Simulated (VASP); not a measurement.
A run of VASP 6.6.1 is set up as follows.

POSCAR

```
SrCl2
1.0
    4.4072489055      0.0000000000      0.0000000000
   -2.2036244528      3.8167895130      0.0000000000
    0.0000000000      0.0000000000      5.5960650195
Sr Cl
1 2
Direct
    0.0000000000      0.0000000000      0.0000000000
    0.3333333333      0.6666666667      0.2486950203
    0.6666666667      0.3333333333      0.7513049797
```

Contents of INCAR.step1:

```
SYSTEM = SrCl2
PREC = Accurate
ENCUT = 520
EDIFF = 1E-5
ISMEAR = 0
SIGMA = 0.01
LREAL = .FALSE.
LASPH = .TRUE.
NELM = 60
ALGO = Normal
ISIF = 2
LWAVE = .TRUE.
LCHARG = .FALSE.
GGA = PE
NBANDS = 19
```

The input INCAR.step2:

```
SYSTEM = SrCl2
PREC = Accurate
ENCUT = 520
EDIFF = 1E-6
ISMEAR = 0
SIGMA = 0.01
LREAL = .FALSE.
LASPH = .TRUE.
NELM = 60
ALGO = Normal
ISIF = 2
LWAVE = .FALSE.
LCHARG = .FALSE.
GGA = PE
LHFCALC = .TRUE.
AEXX = 0.5
HFSCREEN = 0.1
PRECFOCK = Normal
ISTART = 1
NBANDS = 19
```

File KPOINTS:

```
regular mesh
0
G
  6 6 2
  0 0 0
```

Potentials or basis: VASP PAW PBE potentials, release 64 (Sr_sv, Cl).

Run with:

```console
$ cat potpaw_PBE.64/Sr_sv/POTCAR potpaw_PBE.64/Cl/POTCAR > POTCAR
$ cp INCAR.step1 INCAR
$ mpirun -np 1 vasp_std > vasp.out
$ cp INCAR.step2 INCAR
$ mpirun -np 1 vasp_std > vasp.out
```

(1) What does it give for the pressure?

(2) Estimate the band gap on the k mesh.

(3) Predict the largest force.

Results:

(1) 0.4 GPa.

(2) 8.50 eV.

(3) 0.098 eV/Å.

Caveat: the k points lie up to 0.56 Å⁻¹ apart; the PAW data sets were made with another functional, which shifts forces and pressure a little.
